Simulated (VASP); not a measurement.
## NiSbH: single point with PBE

The system is NiSbH.

```xyz
6
Lattice="4.2921 0.0000 0.0000 -2.1461 3.7171 0.0000 0.0000 0.0000 4.7747" Properties=species:S:1:pos:R:3 pbc="T T T"
Ni    2.1461    3.7171    4.7747
Ni    2.1461    3.7171    2.3873
Sb    0.0000    2.4780    1.1937
Sb    2.1461    1.2390    3.5810
H     0.0000    2.4780    3.5810
H     2.1461    1.2390    1.1937
```

```yaml
Program: VASP 6.6.1
Task: single point
Functional: PBE
Potentials_or_basis: VASP PAW PBE potentials, release 64 (Ni, Sb, H)
Cutoff: 520 eV
k_mesh: 6 × 6 × 4
Occupations: gaussian, width 0.1 eV
Spin: no spin polarisation
```

* Pressure: -0.2 GPa
* Band gap on the k mesh: zero (band 16 reaches 10.39 eV, above the bottom of band 17 at 8.55 eV)

Levels at points of the mesh, in eV from the Fermi level:
```tsv
k point	band 13	band 14	band 15	band 16	band 17	band 18	band 19	band 20
(0.00, 0.00, 0.00)	-0.70	-0.38	-0.38	0.42	0.79	1.28	1.28	3.00
(0.50, 0.00, 0.00)	-1.23	-0.93	-0.72	-0.69	-0.55	1.19	1.56	3.38
(0.00, 0.00, 0.50)	-1.81	-1.81	1.28	1.28	1.28	1.28	2.40	2.40
(0.50, 0.00, 0.50)	-1.45	-1.45	-0.31	-0.31	-0.12	-0.12	3.73	3.73
```

It took 64 s on 1 thread of Oxide Virtual Turin-like Processor, on a shared host, peak memory 0.17 GiB.

Caveat: spin-orbit coupling is left out, which moves the levels of the heavy elements. Spin polarisation is off, so any magnetic state and its effect on volume and gap are missing.
